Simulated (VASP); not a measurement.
# PtSe2 (P-3m1) in VASP: electric field gradients with PBE

Aim: the electric field gradients of PtSe2 with PBE.

Everything below comes from runs of VASP 6.6.1. Logs are shortened: lines on timing, memory, paths and dates and some standing lists are left out, and cuts for length are marked.

### Step 1. The cell of the first run

Symmetry: P-3m1, No. 164, trigonal system. The conventional cell has a = 3.724 Å, b = 3.724 Å, c = 5.062 Å, α = 90.00°, β = 90.00°, γ = 120.00°. Within 3.3 Å of Pt (site symmetry -3m) lie 6 Se at 2.52 Å. Within 3.4 Å of Se (site symmetry 3m) lie 3 Pt at 2.52 Å and 6 Se at 3.25 to 3.39 Å.

### Step 2. Electric field gradients, PBE, non-collinear spin, zero start, spin-orbit coupling

INCAR reads:

```
SYSTEM = PtSe2
PREC     = Accurate       ! precision mode
ENCUT    = 520            ! plane-wave cutoff, eV
EDIFF    = 1E-8           ! SCF threshold, eV
ISMEAR   = -1             ! smearing method
SIGMA    = 0.05           ! smearing width, eV
LREAL    = .False.        ! projectors in reciprocal space
LASPH    = .True.         ! aspherical terms in the spheres
NELM     = 150            ! most SCF steps
ALGO     = Normal         ! electronic algorithm
ISIF     = 2              ! what is computed and relaxed
LWAVE    = .False.        ! write WAVECAR
LCHARG   = .False.        ! write CHGCAR
MAGMOM   = 0 0 0 0 0 0 0 0 0 ! initial moments
LORBIT   = 11             ! projections on sites
LSORBIT  = .True.         ! spin-orbit coupling
GGA_COMPAT= .False.      
LORBMOM  = .True.       
LMAXMIX  = 4              ! l up to which the mixer works
GGA      = PE             ! functional
LEFG     = .True.       
NBANDS   = 35             ! bands
```

KPOINTS reads:

```
Automatic mesh
0
Gamma
  10 10 7
  0 0 0
```

POSCAR reads:

```
PtSe2
1.0
    3.7240000000      0.0000000000      0.0000000000
   -1.8620000000      3.2250786037      0.0000000000
    0.0000000000      0.0000000000      5.0620000000
Pt Se
1 2
Direct
    0.0000000000      0.0000000000      0.0000000000
    0.3333333333      0.6666666667      0.2592029187
    0.6666666667      0.3333333333      0.7407970813
```

Potentials or basis: VASP PAW PBE potentials, release 64 (Pt, Se).

Launch:

```sh
$ cat potpaw_PBE.64/Pt/POTCAR potpaw_PBE.64/Se/POTCAR > POTCAR
$ mpirun -np 1 vasp_ncl > vasp.out
```

OUTCAR:

```text
SYSTEM = PtSe2
   PREC = Accurate
   ENCUT = 520
   EDIFF = 1E-8
   ISMEAR = -1
   LREAL = .False.
   LASPH = .True.
   NELM = 150
   ISIF = 2
   LORBIT = 11
   LSORBIT = .True.
   GGA = PE

 ion  position               nearest neighbor table
   1  0.000  0.000  0.000-   2 2.52   3 2.52   3 2.52   2 2.52   3 2.52   2 2.52
   2  0.333  0.667  0.259-   1 2.52   1 2.52   1 2.52
   3  0.667  0.333  0.741-   1 2.52   1 2.52   1 2.52

  LATTYP: Found a hexagonal cell.
 ALAT       =     3.7240000000
 C/A-ratio  =     1.3592910849

  Lattice vectors:

 A1 = (   3.7240000000,   0.0000000000,   0.0000000000)
 A2 = (  -1.8620000000,   3.2250786037,   0.0000000000)
 A3 = (   0.0000000000,   0.0000000000,   5.0620000000)

Analysis of symmetry for initial positions (statically):
=====================================================================
 Subroutine PRICEL returns:
 Original cell was already a primitive cell.

 Routine SETGRP: Setting up the symmetry group for a
 hexagonal supercell.

 Subroutine GETGRP returns: Found 12 space group operations
 (whereof 12 operations were pure point group operations)
 out of a pool of 24 trial point group operations.

The static configuration has the point symmetry D_3d.

Analysis of symmetry for dynamics (positions and initial velocities):
=====================================================================
 Subroutine PRICEL returns:
 Original cell was already a primitive cell.

 Routine SETGRP: Setting up the symmetry group for a
 hexagonal supercell.

 Subroutine GETGRP returns: Found 12 space group operations
 (whereof 12 operations were pure point group operations)
 out of a pool of 24 trial point group operations.

The dynamic configuration has the point symmetry D_3d.

Analysis of structural, dynamic, and magnetic symmetry:
=====================================================================
 Subroutine PRICEL returns:
 Original cell was already a primitive cell.

 Routine SETGRP: Setting up the symmetry group for a
 hexagonal supercell.

 Subroutine GETGRP returns: Found 12 space group operations
 (whereof 12 operations were pure point group operations)
 out of a pool of 24 trial point group operations.

The overall configuration has the point symmetry D_3d.

 Subroutine INISYM returns: Found 12 space group operations
 (whereof 12 operations are pure point group operations),
 and found     1 'primitive' translations

----------------------------------------------------------------------------------------

                                     Primitive cell

[... 1099 lines left out ...]
 Q  : nuclear electric quadrupole moment in mb (millibarn)
----------------------------------------------------------------------
 ion       Cq(MHz)       eta       Q (mb)
----------------------------------------------------------------------
   1       0.306       0.000       1.000
   2      -0.083       0.000       1.000
   3      -0.083       0.000       1.000
----------------------------------------------------------------------

 orbital moment (x)

 # of ion     p       d       tot
 ----------------------------------------
  1        -0.000   0.000   0.000
  2        -0.000  -0.000  -0.000
  3         0.000  -0.000   0.000
 ----------------------------------------
            0.000  -0.000   0.000

 orbital moment (y)

 # of ion     p       d       tot
 ----------------------------------------
  1        -0.000   0.000  -0.000
  2        -0.000   0.000  -0.000
  3        -0.000  -0.000  -0.000
 ----------------------------------------
           -0.000   0.000  -0.000

 orbital moment (z)

 # of ion     p       d       tot
 ----------------------------------------
  1         0.000   0.000   0.000
  2         0.000   0.000   0.000
  3         0.000   0.000   0.000
 ----------------------------------------
            0.000   0.000   0.000

 Spin-Orbit-Coupling matrix elements

 Ion:    1  E_soc:     -0.7327295
 l=   1
     0.0000000    -0.0328119    -0.0343867
    -0.0328119     0.0000000    -0.0328119
    -0.0343867    -0.0328119     0.0000000
 l=   2
     0.0000000    -0.0196406     0.0000000    -0.0196406    -0.0648751
    -0.0196406     0.0000000    -0.0493553    -0.0242062    -0.0196406
     0.0000000    -0.0493553     0.0000000    -0.0493553     0.0000000
    -0.0196406    -0.0242062    -0.0493553     0.0000000    -0.0196406
    -0.0648751    -0.0196406     0.0000000    -0.0196406     0.0000000
 l=   3
     0.0000000     0.0000000     0.0000000     0.0000000     0.0000000     0.0000000     0.0000000
     0.0000000     0.0000000     0.0000000     0.0000000     0.0000000     0.0000000     0.0000000
     0.0000000     0.0000000     0.0000000     0.0000000     0.0000000     0.0000000     0.0000000
     0.0000000     0.0000000     0.0000000     0.0000000     0.0000000     0.0000000     0.0000000
[... 29 lines left out ...]
 l=   2
     0.0000000    -0.0000011     0.0000000    -0.0000011    -0.0000149
    -0.0000011     0.0000000    -0.0000112    -0.0000056    -0.0000011
     0.0000000    -0.0000112     0.0000000    -0.0000112     0.0000000
    -0.0000011    -0.0000056    -0.0000112     0.0000000    -0.0000011
    -0.0000149    -0.0000011     0.0000000    -0.0000011     0.0000000
 l=   3
     0.0000000     0.0000000     0.0000000     0.0000000     0.0000000     0.0000000     0.0000000
     0.0000000     0.0000000     0.0000000     0.0000000     0.0000000     0.0000000     0.0000000
     0.0000000     0.0000000     0.0000000     0.0000000     0.0000000     0.0000000     0.0000000
     0.0000000     0.0000000     0.0000000     0.0000000     0.0000000     0.0000000     0.0000000
     0.0000000     0.0000000     0.0000000     0.0000000     0.0000000     0.0000000     0.0000000
     0.0000000     0.0000000     0.0000000     0.0000000     0.0000000     0.0000000     0.0000000
     0.0000000     0.0000000     0.0000000     0.0000000     0.0000000     0.0000000     0.0000000

 total charge

# of ion       s       p       d       tot
------------------------------------------
    1        0.679   0.702   8.001   9.382
    2        1.487   2.230   0.067   3.783
    3        1.487   2.230   0.067   3.783
--------------------------------------------------
tot          3.653   5.161   8.135  16.949

 magnetization (x)

# of ion       s       p       d       tot
------------------------------------------
    1        0.000  -0.000  -0.000  -0.000
    2        0.000   0.000   0.000   0.000
    3        0.000   0.000  -0.000   0.000
--------------------------------------------------
tot          0.000   0.000  -0.000   0.000

 magnetization (y)

# of ion       s       p       d       tot
------------------------------------------
    1        0.000   0.000   0.000   0.000
    2        0.000   0.000   0.000   0.000
    3        0.000   0.000   0.000   0.000
--------------------------------------------------
tot          0.000   0.000   0.000   0.000

 magnetization (z)

# of ion       s       p       d       tot
------------------------------------------
    1        0.000  -0.000   0.000  -0.000
    2        0.000   0.000   0.000   0.000
    3        0.000   0.000   0.000   0.000
--------------------------------------------------
tot          0.000  -0.000   0.000  -0.000
```

OSZICAR:

```text
N       E                     dE             d eps       ncg     rms          rms(c)
DAV:   1     0.119829881525E+03    0.11983E+03   -0.98861E+03  5600   0.112E+03
DAV:   2    -0.807270473303E+01   -0.12790E+03   -0.12085E+03  6572   0.226E+02
DAV:   3    -0.153327222618E+02   -0.72600E+01   -0.71278E+01  6788   0.515E+01
DAV:   4    -0.154135082553E+02   -0.80786E-01   -0.80665E-01  6670   0.592E+00
DAV:   5    -0.154145210131E+02   -0.10128E-02   -0.10126E-02  6789   0.660E-01    0.140E+01
DAV:   6    -0.148368647849E+02    0.57766E+00   -0.36258E+00  5810   0.199E+01    0.885E+00
DAV:   7    -0.146347439389E+02    0.20212E+00   -0.73557E-01  5748   0.939E+00    0.454E+00
DAV:   8    -0.146198676507E+02    0.14876E-01   -0.57259E-02  6230   0.148E+00    0.161E+00
DAV:   9    -0.146147326861E+02    0.51350E-02   -0.75802E-03  6546   0.947E-01    0.364E-01
DAV:  10    -0.146146527170E+02    0.79969E-04   -0.22366E-03  6442   0.365E-01    0.117E-01
DAV:  11    -0.146147231507E+02   -0.70434E-04   -0.36178E-04  6225   0.151E-01    0.430E-02
DAV:  12    -0.146147258066E+02   -0.26559E-05   -0.13814E-05  6892   0.408E-02    0.164E-02
DAV:  13    -0.146147280308E+02   -0.22242E-05   -0.36322E-06  5985   0.134E-02    0.663E-03
DAV:  14    -0.146147284842E+02   -0.45337E-06   -0.85494E-07  6725   0.649E-03    0.169E-03
DAV:  15    -0.146147286679E+02   -0.18375E-06   -0.97180E-08  6475   0.207E-03    0.948E-04
DAV:  16    -0.146147286774E+02   -0.95063E-08   -0.45206E-08  6099   0.144E-03
   1 F= -.14614729E+02 E0= -.14612044E+02  d E =-.537006E-02  mag=    -0.0000    -0.0000     0.0000
```

stdout:

```text
POSCAR found type information on POSCAR PtSe
 POSCAR found :  2 types and       3 ions
 scaLAPACK will be used
 LDA part: xc-table for (Slater+PW92), standard interpolation
 POSCAR, INCAR and KPOINTS ok, starting setup
 FFT: planning ... GRIDC
 FFT: planning ... GRID_SOFT
 FFT: planning ... GRID
 WAVECAR not read
 entering main loop
ion   1

ion   2

ion   3
```

It took 7.3 min on 1 thread of Oxide Virtual Turin-like, shared host; peak memory 0.42 GiB.

Results:

* Free energy: -14.6147 eV
* Pressure: 4.6 GPa
* Largest force: 0.035 eV/Å
* Net moment: 0.00 μB per cell
* Largest electric field gradient by atom: Pt +126.4; Se -34.2 V/Å²
* Valence electrons inside the program's atomic spheres: Pt 9.38; Se 3.78

Forces in eV/Å, atoms in the order of the input:
```
Pt   0.000  0.000  0.000
Se   0.000  0.000  0.035
Se   0.000  0.000 -0.035
```

Moments on the atoms (μB; x, y, z):
```
Pt  0.00 0.00 0.00
Se  0.00 0.00 0.00
Se  0.00 0.00 0.00
```

Electric field gradients, principal values (V/Å²):
| atom | least | middle | greatest (by size) |
| --- | --- | --- | --- |
| 1 Pt | -63.198 | -63.199 | 126.397 |
| 2 Se | 17.091 | 17.091 | -34.182 |
| 3 Se | 17.091 | 17.091 | -34.182 |

Caveat: the cell stands under pressure; without QUAD_EFG the Cq values of the log hold for a quadrupole moment of 1 mb, not for the nuclei.
